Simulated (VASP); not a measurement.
A run of VASP 6.6.1 is set up as follows.

File INCAR:

```
PREC = Accurate
ENCUT = 520
EDIFF = 1E-6
ISMEAR = 0
SIGMA = 0.1
LREAL = F
LASPH = T
NELM = 100
ALGO = Normal
ISIF = 2
LWAVE = F
LCHARG = T
GGA = PE
LELF = T
LVHAR = T
NBANDS = 37
```

File KPOINTS:

```
Automatic mesh
0
Gamma
  4 4 4
```

POSCAR

```
Hf4ScN
1.0
    0.0000000000      3.7880471700      3.7880471700
    3.7880471700      0.0000000000      3.7880471700
    3.7880471700      3.7880471700      0.0000000000
Hf Sc N
4 1 1
Direct
    0.1066425200      0.1066425200      0.1066425200
    0.1066425200      0.1066425200      0.6800724400
    0.1066425200      0.6800724400      0.1066425200
    0.6800724400      0.1066425200      0.1066425200
    0.2500000000      0.2500000000      0.2500000000
    0.5000000000      0.5000000000      0.5000000000
```

Potentials or basis: VASP PAW PBE potentials, release 64 (Hf_pv, Sc_sv, N).

Launch:

```bash
$ cat potpaw_PBE.64/Hf_pv/POTCAR potpaw_PBE.64/Sc_sv/POTCAR potpaw_PBE.64/N/POTCAR > POTCAR
$ mpirun -np 1 vasp_std > vasp.out
```

(1) Estimate the pressure.

(2) Estimate the band gap on the k mesh.

(3) Estimate the largest force.

## Answers

(1) 86.1 GPa.

(2) zero (band 28 reaches 4.28 eV, above the bottom of band 29 at 3.87 eV).

(3) 0.904 eV/Å.

Caveat: spin-orbit coupling is left out, which moves the levels of the heavy elements.
